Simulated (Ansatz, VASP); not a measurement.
**Two plane-wave programs on AlNi**

```xyz
2
Lattice="2.7903 0.0000 0.0000 0.0000 2.7903 0.0000 0.0000 0.0000 2.7903" Properties=species:S:1:pos:R:3 pbc="T T T"
Al    0.0000    0.0000   -0.0185
Ni    1.3951    1.3951    1.4037
```

Change from the starting cell: mode 6 frozen in at -0.019 Å, equal normal strain along x, y and z -0.0250.

Alike in both runs: task single point; functional PBEsol; k mesh 16 × 16 × 16; occupations gaussian, width 0.15 eV; no spin polarisation.

```csv
,VASP,Ansatz
version,VASP 6.6.1,Ansatz 0.2.0
potentials or method,"VASP PAW PBE potentials, release 64 (Al, Ni), cutoff 520 eV","scalar-relativistic, plane waves, PAW"
valence electrons in the cell,13,21
```

|  | VASP | Ansatz | Ansatz less VASP |
| --- | --- | --- | --- |
| gap on the k mesh at the Fermi level (eV) | none | none | - |
| pressure (GPa) | 15.7 | 15.6 | -0.13 |
| rms of the force components (eV/Å) | 0.130 | 0.129 | -0.0010 |

VASP's potentials were made for PBE, not for PBEsol, and Ansatz warns of the same on its side. Atom by atom the forces differ by 0.001 eV/Å (rms over components). A gap of «none» marks a metal or a gap that the smearing closes. With one functional, cell and mesh, what is left measures potentials, basis and numerics. VASP's potentials hold 13 valence electrons a cell and Ansatz's 21, so a difference there can come from the potentials and not from the codes.
